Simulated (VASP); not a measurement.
# Ga2SeS2 (P6/mmm) in VASP: a series of runs

Runs on Ga2SeS2. Level: PBE. Tasks: single point, relaxation of cell and atoms.

All numbers are computed with VASP 6.6.1; they aren't measurements. Logs are shortened: lines on timing, memory, paths and dates and some standing lists are left out, and cuts for length are marked.

**1. The cell of the first run**

It takes space group P6/mmm (No. 191, hexagonal). The conventional cell has a = 4.101 Å, b = 4.101 Å, c = 8.915 Å, α = 90.00°, β = 90.00°, γ = 120.00°. Within 2.6 Å of Ga (site symmetry 6mm) lie 1 Ga at 1.96 Å and 6 S at 2.56 Å. Within 4.6 Å of Se (site symmetry 6/mmm) lie 2 Ga at 3.48 Å and 6 Se at 4.10 Å. S (site symmetry -6m2) has 3 S at 2.37 Å and 6 Ga at 2.56 Å within 3.1 Å.

**2. Single point, PBE**

File INCAR:

```
SYSTEM = Ga2SeS2
PREC = Accurate
ENCUT = 520
EDIFF = 1E-6
ISMEAR = 0
SIGMA = 0.1
LREAL = .False.
LASPH = .True.
NELM = 60
ALGO = Normal
ISIF = 2
LWAVE = .False.
LCHARG = .True.
GGA = PE
LELF = .True.
LVHAR = .True.
NBANDS = 30
```

File KPOINTS:

```
regular mesh
0
Gamma
  6 6 2
  0 0 0
```

File POSCAR:

```
Ga2SeS2
1.0
    4.1006972400      0.0000000000      0.0000000000
   -2.0503486200      3.5513079800      0.0000000000
    0.0000000000      0.0000000000      8.9148706600
Ga Se S
2 1 2
Direct
    0.0000000000      0.0000000000      0.6099502500
    0.0000000000      0.0000000000      0.3900497500
    0.0000000000      0.0000000000      0.0000000000
    0.3333333300      0.6666666700      0.5000000000
    0.6666666700      0.3333333300      0.5000000000
```

Potentials or basis: VASP PAW PBE potentials, release 64 (Ga_d, Se, S).

Command:

```
$ cat potpaw_PBE.64/Ga_d/POTCAR potpaw_PBE.64/Se/POTCAR potpaw_PBE.64/S/POTCAR > POTCAR
$ mpirun -np 1 vasp_std > vasp.out
```

OUTCAR:

```text
SYSTEM = Ga2SeS2
   PREC = Accurate
   ENCUT = 520
   EDIFF = 1E-6
   ISMEAR = 0
   LREAL = .False.
   LASPH = .True.
   NELM = 60
   ISIF = 2
   GGA = PE

 ion  position               nearest neighbor table
   1  0.000  0.000  0.610-   2 1.96   4 2.56   5 2.56   4 2.56   5 2.56   5 2.56   4 2.56
   2  0.000  0.000  0.390-   1 1.96   4 2.56   5 2.56   4 2.56   5 2.56   5 2.56   4 2.56
   3  0.000  0.000  0.000-
   4  0.333  0.667  0.500-   5 2.37   5 2.37   5 2.37   1 2.56   2 2.56   2 2.56   1 2.56   2 2.56
                             1 2.56
   5  0.667  0.333  0.500-   4 2.37   4 2.37   4 2.37   1 2.56   2 2.56   1 2.56   2 2.56   1 2.56
                             2 2.56

  LATTYP: Found a hexagonal cell.
 ALAT       =     4.1006972400
 C/A-ratio  =     2.1739889922

  Lattice vectors:

 A1 = (   4.1006972400,   0.0000000000,   0.0000000000)
 A2 = (  -2.0503486200,   3.5513079800,   0.0000000000)
 A3 = (   0.0000000000,   0.0000000000,   8.9148706600)

Analysis of symmetry for initial positions (statically):
=====================================================================
 Subroutine PRICEL returns:
 Original cell was already a primitive cell.

 Routine SETGRP: Setting up the symmetry group for a
 hexagonal supercell.

 Subroutine GETGRP returns: Found 24 space group operations
 (whereof 24 operations were pure point group operations)
 out of a pool of 24 trial point group operations.

The static configuration has the point symmetry D_6h.

Analysis of symmetry for dynamics (positions and initial velocities):
=====================================================================
 Subroutine PRICEL returns:
 Original cell was already a primitive cell.

 Routine SETGRP: Setting up the symmetry group for a
 hexagonal supercell.

 Subroutine GETGRP returns: Found 24 space group operations
 (whereof 24 operations were pure point group operations)
 out of a pool of 24 trial point group operations.

The dynamic configuration has the point symmetry D_6h.

 Subroutine INISYM returns: Found 24 space group operations
 (whereof 24 operations are pure point group operations),
 and found     1 'primitive' translations

----------------------------------------------------------------------------------------

                                     Primitive cell

  volume of cell :     129.8258

  direct lattice vectors                    reciprocal lattice vectors
     4.100697240  0.000000000  0.000000000     0.243860968  0.140793196  0.000000000
    -2.050348620  3.551307980  0.000000000     0.000000000  0.281586392  0.000000000
     0.000000000  0.000000000  8.914870660     0.000000000  0.000000000  0.112172127

  length of vectors
     4.100697240  4.100697237  8.914870660     0.281586392  0.281586392  0.112172127

  position of ions in fractional coordinates (direct lattice)
     0.000000000  0.000000000  0.609950250
     0.000000000  0.000000000  0.390049750
     0.000000000  0.000000000  0.000000000
     0.333333330  0.666666670  0.500000000
     0.666666670  0.333333330  0.500000000

  ion indices of the primitive-cell ions
   primitive index   ion index
                 1           1
                 2           2
                 3           3
                 4           4
                 5           5

----------------------------------------------------------------------------------------

 KPOINTS: regular mesh

Automatic generation of k-mesh.
 Grid dimensions read from file:
 generate k-points for:    6    6    2

 Generating k-lattice:

  Cartesian coordinates                     Fractional coordinates (reciprocal lattice)
     0.040643495  0.023465533  0.000000000     0.166666667  0.000000000  0.000000000
     0.000000000  0.046931065  0.000000000     0.000000000  0.166666667  0.000000000
     0.000000000  0.000000000  0.056086063     0.000000000  0.000000000  0.500000000

  Length of vectors
     0.046931065  0.046931065  0.056086063

  Shift w.r.t. Gamma in fractional coordinates (k-lattice)
     0.000000000  0.000000000  0.000000000

 Subroutine IBZKPT returns following result:
 ===========================================

 Found     14 irreducible k-points:

 Following reciprocal coordinates:
            Coordinates               Weight
  0.000000  0.000000  0.000000      1.000000
  0.166667  0.000000  0.000000      6.000000
  0.333333  0.000000  0.000000      6.000000
  0.500000  0.000000  0.000000      3.000000
  0.166667  0.166667  0.000000      6.000000
  0.333333  0.166667  0.000000     12.000000
  0.333333  0.333333  0.000000      2.000000
  0.000000  0.000000  0.500000      1.000000
  0.166667  0.000000  0.500000      6.000000
  0.333333  0.000000  0.500000      6.000000
  0.500000  0.000000  0.500000      3.000000
  0.166667  0.166667  0.500000      6.000000
  0.333333  0.166667  0.500000     12.000000
  0.333333  0.333333  0.500000      2.000000
   k-points           NKPTS =     14   k-points in BZ     NKDIM =     14   number of bands    NBANDS=     30
   number of dos      NEDOS =    301   number of ions     NIONS =      5
   total plane-waves  NPLWV =  63000
   dimension x,y,z NGX =    30 NGY =   30 NGZ =   70
   dimension x,y,z NGXF=    60 NGYF=   60 NGZF=  140
   ions per type =               2   1   2
   NGX,Y,Z   is equivalent  to a cutoff of  12.16, 12.16, 13.05 a.u.
   NGXF,Y,Z  is equivalent  to a cutoff of  24.32, 24.32, 26.11 a.u.
 SYSTEM =  Ga2SeS2
   PREC   = accura    normal or accurate (medium, high low for compatibility)
   ISTART =      0    job   : 0-new  1-cont  2-samecut
   ICHARG =      2    charge: 1-file 2-atom 10-const
   ISPIN  =      1    spin polarized calculation?
   LNONCOLLINEAR =      F non collinear calculations
   LSORBIT =      F    spin-orbit coupling
   LASPH  =      T    aspherical Exc in radial PAW
   ENCUT  =  520.0 eV  38.22 Ry    6.18 a.u.   7.62  7.62 16.58*2*pi/ulx,y,z
   NELM   =     60;   NELMIN=  2; NELMDL= -5     # of ELM steps
   EDIFF  = 0.1E-05   stopping-criterion for ELM
   LREAL  =      F    real-space projection
   EDIFFG = 0.1E-04   stopping-criterion for IOM
   NSW    =      0    number of steps for IOM
   IBRION =     -1    ionic relax: 0-MD 1-quasi-New 2-CG
   NFREE  =      0    steps in history (QN), initial steepest desc. (CG)
   ISIF   =      2    stress and relaxation
   ISYM   =      2    0-nonsym 1-usesym 2-fastsym
   POTIM  = 0.5000    time-step for ionic-motion
   TEBEG  =    0.0;   TEEND  =   0.0 temperature during run
   PSTRESS=    0.0 pullay stress
   NELECT =      44.0000    total number of electrons
   NUPDOWN=      -1.0000    fix difference up-down
   EMIN   =  10.00;   EMAX   =-10.00  energy-range for DOS
   EFERMI =   0.00;   METHOD = LEGACY
   ISMEAR =     0;   SIGMA  =   0.10  broadening in eV -4-tet -1-fermi 0-gaus
   EFERMI_NEDOS =   21; number of points for ismear=-14 and -15
   IALGO  =     38    algorithm
   IMIX   =      4    mixing-type and parameters
     AMIX     =   0.40;   BMIX     =  1.00
     AMIX_MAG =   1.60;   BMIX_MAG =  1.00
  volume/ion in A,a.u.               =      25.97       175.22
  Fermi-wavevector in a.u.,A,eV,Ry     =   1.141402  2.156937 17.725655  1.302799
  Thomas-Fermi vector in A             =   2.278102
   LORBIT       =      0    0 simple, 1 ext, 2 COOP (PROOUT), +10 PAW based schemes
   GGA     = PE    functional components
   LHFCALC =     F    Hartree Fock is set to
   AEXX    =    0.0000 exact exchange contribution
   IVDW    =     0    specifies the selected vdW correction
   LEPSILON=     F    determine dielectric tensor
   LRPA    =     F    only Hartree local field effects (RPA)
 non-spin polarized calculation
 Gauss-broadening in eV      SIGMA  =   0.10
  energy-cutoff  :      520.00
  volume of cell :      129.83
 maximum number of plane-waves:      3525
   NGX = 15   NGY = 15   NGZ = 33

 number of electron      44.0000005 magnetization

 Free energy of the ion-electron system (eV)
  ---------------------------------------------------
  ext. energy  EPLUGINS =         0.00000000
  ---------------------------------------------------
  free energy    TOTEN  =       -10.29416655 eV

  energy without entropy =      -10.25865158  energy(sigma->0) =      -10.27640906

 E-fermi :   2.4573     XC(G=0):  -8.4700

 val. band max:        2.2907093526   @ k =   0.1667   0.0000   0.5000
 cond. band min:       2.4657978212   @ k =   0.5000   0.0000   0.5000
 fundamental gap:      0.1750884687
 Fermi energy:         2.4572642458

 k-point     1 :       0.0000    0.0000    0.0000
  band No.  band energies     occupation
      1     -15.6651      2.00000
      2     -14.1729      2.00000
      3     -13.6566      2.00000
      4     -13.6566      2.00000
      5     -13.1662      2.00000
      6     -13.1662      2.00000
[... 22 lines left out ...]
     29       8.9273      0.00000
     30       8.9273      0.00000

 k-point     2 :       0.1667    0.0000    0.0000
  band No.  band energies     occupation
      1     -15.4247      2.00000
      2     -14.1734      2.00000
      3     -13.6656      2.00000
      4     -13.6076      2.00000
      5     -13.2017      2.00000
      6     -13.1455      2.00000
[... 22 lines left out ...]
     29       9.7324      0.00000
     30      10.0849      0.00000

 k-point     3 :       0.3333    0.0000    0.0000
  band No.  band energies     occupation
      1     -14.8311      2.00000
      2     -14.1762      2.00000
      3     -13.6821      2.00000
      4     -13.5009      2.00000
      5     -13.1582      2.00000
      6     -13.1049      2.00000
[... 22 lines left out ...]
     29       7.9937      0.00000
     30       9.0023      0.00000

 k-point     4 :       0.5000    0.0000    0.0000
  band No.  band energies     occupation
      1     -14.4549      2.00000
      2     -14.1841      2.00000
      3     -13.6898      2.00000
      4     -13.5186      2.00000
      5     -13.0847      2.00000
      6     -12.9259      2.00000
[... 286 lines left out ...]
     29       8.9077      0.00000
     30       8.9135      0.00000

 k-point    13 :       0.3333    0.1667    0.5000
  band No.  band energies     occupation
      1     -14.4595      2.00000
      2     -14.1789      2.00000
      3     -13.8290      2.00000
      4     -13.3607      2.00000
      5     -13.1750      2.00000
      6     -12.9204      2.00000
[... 22 lines left out ...]
     29       8.2098      0.00000
     30       9.2213      0.00000

 k-point    14 :       0.3333    0.3333    0.5000
  band No.  band energies     occupation
      1     -14.1811      2.00000
      2     -14.1093      2.00000
      3     -14.1093      2.00000
      4     -13.2432      2.00000
      5     -13.2432      2.00000
      6     -12.9099      2.00000
[... 22 lines left out ...]
     29       8.2037      0.00000
     30       9.2255      0.00000

------------------------ aborting loop because EDIFF is reached ----------------------------------------

  FORCE on cell =-STRESS in cart. coord.  units (eV):
  Direction    XX          YY          ZZ          XY          YZ          ZX
  --------------------------------------------------------------------------------------
  -------------------------------------------------------------------------------------
  Total       12.4457689     12.4457689     15.9498326      0.0000000     -0.0000000      0.0000000
  in kB      153.5929300    153.5929297    196.8364942      0.0000000     -0.0000000      0.0000000
  external PRESSURE =     168.0074513 kB  Pullay stress =       0.0000000 kB

 VOLUME and BASIS-vectors are now :
 -----------------------------------------------------------------------------
  energy-cutoff  :      520.00
  volume of cell :      129.83
      direct lattice vectors                 reciprocal lattice vectors
     4.100697240  0.000000000  0.000000000     0.243860968  0.140793196  0.000000000
    -2.050348620  3.551307980  0.000000000     0.000000000  0.281586392  0.000000000
     0.000000000  0.000000000  8.914870660     0.000000000  0.000000000  0.112172127

 POSITION                                       TOTAL-FORCE (eV/Angst)
 -----------------------------------------------------------------------------------
      0.00000      0.00000      5.43763         0.000000      0.000000     11.672517
      0.00000      0.00000      3.47724        -0.000000     -0.000000    -11.672517
      0.00000      0.00000      0.00000        -0.000000      0.000000      0.000000
     -0.00000      2.36754      4.45744         0.000000      0.000000      0.000000
      2.05035      1.18377      4.45744        -0.000000      0.000000      0.000000
 -----------------------------------------------------------------------------------
    total drift:                                0.000000     -0.000000      0.000000

  FREE ENERGIE OF THE ION-ELECTRON SYSTEM (eV)
  ---------------------------------------------------
  free  energy   TOTEN  =       -10.2941665459 eV

  energy  without entropy=      -10.2586515754  energy(sigma->0) =      -10.27640906
```

Wall time 38 s (1 thread of Intel Xeon 6975P-C (Granite Rapids), shared host); peak memory 0.26 GiB.

What came out:

```
Free energy            : -10.2942 eV
Pressure               : 16.8 GPa
Largest force          : 11.673 eV/Å
Band gap on the k mesh : zero (band 22 reaches 2.92 eV, above the bottom of band 23 at 1.47 eV)
```

Forces on the atoms (eV/Å):
```
Ga    0.000   0.000  11.673
Ga    0.000   0.000 -11.673
Se    0.000   0.000   0.000
S     0.000   0.000   0.000
S     0.000   0.000   0.000
```

Caveat: forces of over 1 eV/Å act on the atoms, so gaps and moduli don't describe the material at rest.

**3. Single point, PBE**

This run uses another cell than the first one, of 26.18 Å³/atom, 1.008 times its volume.

File INCAR:

```
SYSTEM = Ga2SeS2
PREC = Accurate
ENCUT = 520
EDIFF = 1E-6
ISMEAR = 0
SIGMA = 0.1
LREAL = .FALSE.
LASPH = .TRUE.
NELM = 80
ALGO = Normal
ISIF = 2
LWAVE = .FALSE.
LCHARG = .FALSE.
GGA = PE
NBANDS = 30
```

File KPOINTS:

```
Automatic mesh
0
G
  6 6 2
  0 0 0
```

File POSCAR:

```
Ga2SeS2
1.0
    4.5471385111      0.0000000000      0.0000000000
   -2.2735692555      3.9379374651      0.0000000000
    0.0000000000      0.0000000000      7.3108900408
Ga Se S
2 1 2
Direct
    0.0000000000      0.0000000000      0.6788998707
    0.0000000000      0.0000000000      0.3211001293
    0.0000000000      0.0000000000      0.0000000000
    0.3333333333      0.6666666667      0.5000000000
    0.6666666667      0.3333333333      0.5000000000
```

Potentials or basis: VASP PAW PBE potentials, release 64 (Ga_d, Se, S).

Command:

```
$ cat potpaw_PBE.64/Ga_d/POTCAR potpaw_PBE.64/Se/POTCAR potpaw_PBE.64/S/POTCAR > POTCAR
$ mpirun -np 1 vasp_std > vasp.out
```

Run time: 36 s. Hardware: 1 thread of Intel Xeon 6975P-C (Granite Rapids), shared host; peak memory 0.26 GiB.

The run converged. Its results:

```
Free energy            : -16.0874 eV
Pressure               : 0.2 GPa
Largest force          : 0.010 eV/Å
Band gap on the k mesh : zero (band 22 reaches 2.40 eV, above the bottom of band 23 at 1.34 eV)
```

Forces in eV/Å, atoms in the order of the input:
```
Ga   0.000  0.000  0.010
Ga   0.000  0.000 -0.010
Se   0.000  0.000  0.000
S    0.000  0.000  0.000
S    0.000  0.000  0.000
```

Levels at points of the mesh, in eV from the Fermi level:
| k point | band 20 | band 21 | band 22 | band 23 | band 24 | band 25 |
| --- | --- | --- | --- | --- | --- | --- |
| (0.00, 0.00, 0.00) | -2.33 | -0.31 | -0.08 | -0.08 | 2.09 | 3.42 |
| (0.50, 0.00, 0.00) | -0.53 | -0.40 | -0.04 | 1.11 | 1.71 | 2.59 |
| (0.00, 0.00, 0.50) | -2.24 | -0.37 | -0.37 | -0.31 | 0.59 | 4.83 |
| (0.50, 0.00, 0.50) | -0.68 | -0.67 | -0.17 | 0.41 | 1.11 | 2.80 |

Caveat: the k points lie up to 0.43 Å⁻¹ apart.

**4. Single point, PBE**

This run uses another cell than the first one, of 26.47 Å³/atom, 1.019 times its volume.

File INCAR:

```
SYSTEM = Ga2SeS2
PREC = Accurate
ENCUT = 520
EDIFF = 1E-7
ISMEAR = 0
SIGMA = 0.1
LREAL = .False.
LASPH = .True.
NELM = 80
ALGO = Normal
ISIF = 2
LWAVE = .False.
LCHARG = .False.
GGA = PE
NBANDS = 30
```

File KPOINTS:

```
Automatic mesh
0
Gamma
  6 6 4
  0 0 0
```

File POSCAR:

```
Ga2SeS2
1.0
    4.4439950860      0.0000000000      0.0000000000
   -2.2219975430      3.8486126388      0.0000000000
    0.0000000000      0.0000000000      7.7372957670
Ga Se S
2 1 2
Direct
    0.0000000000      0.0000000000      0.6923567544
    0.0000000000      0.0000000000      0.3076432456
    0.0000000000      0.0000000000      0.0000000000
    0.3333333333      0.6666666667      0.5000000000
    0.6666666667      0.3333333333      0.5000000000
```

Command:

```
$ cat potpaw_PBE.64/Ga_d/POTCAR potpaw_PBE.64/Se/POTCAR potpaw_PBE.64/S/POTCAR > POTCAR
$ mpirun -np 1 vasp_std > vasp.out
```

Run time: 51 s. Hardware: 1 thread of Intel Xeon 6975P-C (Granite Rapids), shared host; peak memory 0.3 GiB.

It converged, with:

```
Free energy            : -16.0863 eV
Pressure               : 0.0 GPa
Largest force          : 0.005 eV/Å
Band gap on the k mesh : zero (band 22 reaches 2.58 eV, above the bottom of band 23 at 1.59 eV)
```

Forces in eV/Å, atoms in the order of the input:
```
Ga   0.000  0.000 -0.005
Ga   0.000  0.000  0.005
Se   0.000  0.000  0.000
S    0.000  0.000  0.000
S    0.000  0.000  0.000
```

Stress tensor (GPa, compression positive):
```
-0.04  0.00  0.00
 0.00 -0.04  0.00
 0.00  0.00  0.14
```

Levels at points of the mesh, in eV from the Fermi level:
```tsv
k point	band 20	band 21	band 22	band 23	band 24	band 25
(0.00, 0.00, 0.00)	-2.04	-0.33	0.03	0.03	1.97	2.70
(0.50, 0.00, 0.00)	-0.60	-0.42	0.20	0.98	1.36	2.45
(0.00, 0.00, 0.50)	-1.58	-0.33	-0.19	-0.19	0.20	4.51
(0.50, 0.00, 0.50)	-0.88	-0.54	0.11	0.74	1.36	2.35
```

[end of part 1 of 2]
